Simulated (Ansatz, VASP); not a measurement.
# One calculation of WC, two programs

```xyz
2
Lattice="0.0000 2.1927 2.1927 2.1927 0.0000 2.1927 2.1927 2.1927 0.0000" Properties=species:S:1:pos:R:3 pbc="T T T"
W     0.0007   -0.0010   -0.0007
C     2.1815    2.2077    2.2031
```

Alike in both runs: task single point; functional r2SCAN; k mesh 4 × 4 × 4; occupations fermi-dirac, width 0.1 eV; no spin polarisation.

|  | VASP | Ansatz |
| --- | --- | --- |
| version | VASP 6.6.1 | Ansatz 0.2.0 |
| potentials or method | VASP PAW PBE potentials, release 64 (W_sv, C), cutoff 660 eV | plane waves, PAW |
| valence electrons in the cell | 18 | 18 |

```csv
,VASP,Ansatz,Ansatz less VASP
rms of the force components (eV/Å),0.151,0.151,-0.0005
```

VASP's potentials were made for PBE, not for r2SCAN. Atom by atom the forces differ by 0.000 eV/Å (rms over components).

The k mesh is coarse, so the values compare programs but aren't converged. Neither program's run includes spin-orbit coupling.
